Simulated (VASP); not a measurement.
Sb, 2 atoms in the cell. It takes space group P6_3/mmc (No. 194, hexagonal). The conventional cell has a = 3.369 Å, b = 3.369 Å, c = 5.330 Å, α = 90.00°, β = 90.00°, γ = 120.00°. Sb (site symmetry -6m2) has 12 Sb at 3.30 to 3.37 Å within 4.3 Å. 

```yaml
Program: VASP 6.6.1
Task: electric field gradients
Functional: PBEsol
Potentials_or_basis: VASP PAW PBE potentials, release 64 (Sb)
Cutoff: 520 eV
k_mesh: 12 × 12 × 7
Occupations: fermi-dirac, width 0.05 eV
Spin: collinear spin, ferromagnetic start
Starting_moments: "[0.2, 0.2] μB"
Dipole_correction: no
Further_INCAR_settings: ALGO = Normal; EDIFF = 1e-08; NBANDS = 16
```

Potentials or basis: VASP PAW PBE potentials, release 64 (Sb).

The run is started by

```console
$ cat potpaw_PBE.64/Sb/POTCAR > POTCAR
$ mpirun -np 1 vasp_std > vasp.out
```

Hardware: 1 thread of Intel(R) Xeon(R) Platinum 8488C (Sapphire Rapids), with other jobs on the host.

How long does it take, and how much memory?

Wall time 2.6 min on 1 thread of Intel(R) Xeon(R) Platinum 8488C (Sapphire Rapids), on a shared host, peak memory 0.24 GiB. Counts: scf iterations 16, k points 76.
